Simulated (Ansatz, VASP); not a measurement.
# One calculation of Ta, two programs

File INCAR:

```
PREC = Accurate
ENCUT = 600
EDIFF = 1E-7
ISMEAR = 0
SIGMA = 0.1
LREAL = F
LASPH = T
NELM = 100
ALGO = Fast
ISIF = 3
LWAVE = F
LCHARG = F
GGA = PE
IBRION = 2
NSW = 90
EDIFFG = -0.04
```

The input KPOINTS:

```
Automatic mesh
0
Gamma
  6 6 6
```

POSCAR

```
Ta
1.0
    1.3945166662     -4.0600299034      0.0000000000
    1.3945166662      4.0600299034      0.0000000000
   -0.1184280423      0.0000000000      3.3576593508
Ta
2
Direct
    0.8690000000      0.1310000000      0.2500000000
    0.1310000000      0.8690000000      0.7500000000
```

Input for Ansatz:

```yaml
crystal:
  lattice:
    - [1.3945166662, -4.0600299034, 0.0]
    - [1.3945166662, 4.0600299034, 0.0]
    - [-0.1184280423, 0.0, 3.3576593508]
  atoms:
    - { symbol: Ta, position: [0.869, 0.131, 0.25] }
    - { symbol: Ta, position: [0.131, 0.869, 0.75] }
basis:
  ecutwfc: 420
kpoints:
  mp_grid: { grid: [6, 6, 6] }
hamiltonian:
  xc: pbe
scf:
  occupations: { method: gaussian, width: 0.1 }
  lower_state_search: "off"
output:
  forces: true
  stress: true
  eigenvalues: true
relax:
  adjacent_minimum: "off"
  f_tol: 0.04
  max_steps: 70
  cell: { stress_tol: 0.4 }
```

Alike in both runs: task relaxation of cell and atoms; functional PBE; k mesh 6 × 6 × 6; occupations gaussian, width 0.1 eV; no spin polarisation.

|  | VASP | Ansatz |
| --- | --- | --- |
| version | VASP 6.6.1 | Ansatz 0.2.0 |
| potentials or method | VASP PAW PBE potentials, release 64 (Ta_pv), cutoff 600 eV | scalar-relativistic, plane waves, PAW |
| valence electrons in the cell | 22 | 26 |

|  | VASP | Ansatz | Ansatz less VASP |
| --- | --- | --- | --- |
| gap on the k mesh at the Fermi level, each at its own relaxed structure (eV) | none | none | - |
| relaxed volume (Å³/atom) | 18.70 | 18.66 | -0.036 |
| relaxed cell length with the largest relative difference (Å) | 5.149 | 5.138 | -0.0108 |

A gap of «none» marks a metal or a gap that the smearing closes. VASP's potentials hold 22 valence electrons a cell and Ansatz's 26, so a difference there can come from the potentials and not from the codes.

The k mesh is coarse, so the values compare programs but aren't converged. Neither program's run includes spin-orbit coupling.
